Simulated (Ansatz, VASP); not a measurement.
One calculation of NaH, two programs

File POSCAR:

```
NaH
1.0
    0.0000000000      2.3592120237      2.1775526979
    2.3592120237      0.0000000000      2.1775526979
    2.3592120237      2.3592120237      0.0000000000
Na H
1 1
Direct
    0.0000000000      0.0000000000      0.0000000000
    0.5000000000      0.5000000000      0.5000000000
```

Contents of INCAR.step1:

```
  PREC = Accurate
  ENCUT = 520
  ISMEAR = -1
  SIGMA = 0.2
  LREAL = F
  LASPH = T
  NELM = 100
  NBANDS = 11
  GGA = PE
  ALGO = Normal
  EDIFF = 1E-4
  LWAVE = T
  LCHARG = F
```

INCAR.step2

```
  PREC = Accurate
  ENCUT = 520
  EDIFF = 1E-6
  ISMEAR = -1
  SIGMA = 0.2
  LREAL = F
  LASPH = T
  NELM = 100
  ALGO = Normal
  ISIF = 2
  LWAVE = F
  LCHARG = T
  METAGGA = R2SCAN
  LMIXTAU = T
  LELF = T
  LVHAR = T
  NBANDS = 11
  ISTART = 1
```

Contents of KPOINTS:

```
Automatic mesh
0
Gamma
  10 10 10
```

Input for Ansatz:

```yaml
crystal:
  lattice:
    - [0.0, 2.3592120237, 2.1775526979]
    - [2.3592120237, 0.0, 2.1775526979]
    - [2.3592120237, 2.3592120237, 0.0]
  atoms:
    - { symbol: Na, position: [0.0, 0.0, 0.0] }
    - { symbol: H, position: [0.5, 0.5, 0.5] }
basis:
  ecutwfc: 520.0
kpoints:
  mp_grid: { grid: [10, 10, 10] }
hamiltonian:
  xc: r2scan
scf:
  occupations: { method: fermi_dirac, width: 0.2 }
output:
  forces: true
  stress: true
  eigenvalues: true
```

Alike in both runs: task single point; functional r2SCAN; k mesh 10 × 10 × 10; occupations fermi-dirac, width 0.2 eV; no spin polarisation.

|  | VASP | Ansatz |
| --- | --- | --- |
| version | VASP 6.6.1 | Ansatz 0.2.0 |
| potentials or method | VASP PAW PBE potentials, release 64 (Na_pv, H), cutoff 520 eV | scalar-relativistic, plane waves, PAW |
| valence electrons in the cell | 8 | 10 |

```tsv
	VASP	Ansatz	Ansatz less VASP
gap on the k mesh at the Fermi level (eV)	4.61	4.59	-0.019
least direct gap on the mesh (eV)	5.54	5.51	-0.028
pressure (GPa)	4.1	4.3	+0.23
traceless stress, the component that is largest in VASP (GPa)	3.60	3.56	-0.044
```

VASP's potentials were made for PBE, not for r2SCAN. VASP's potentials hold 8 valence electrons a cell and Ansatz's 10, so a difference there can come from the potentials and not from the codes.
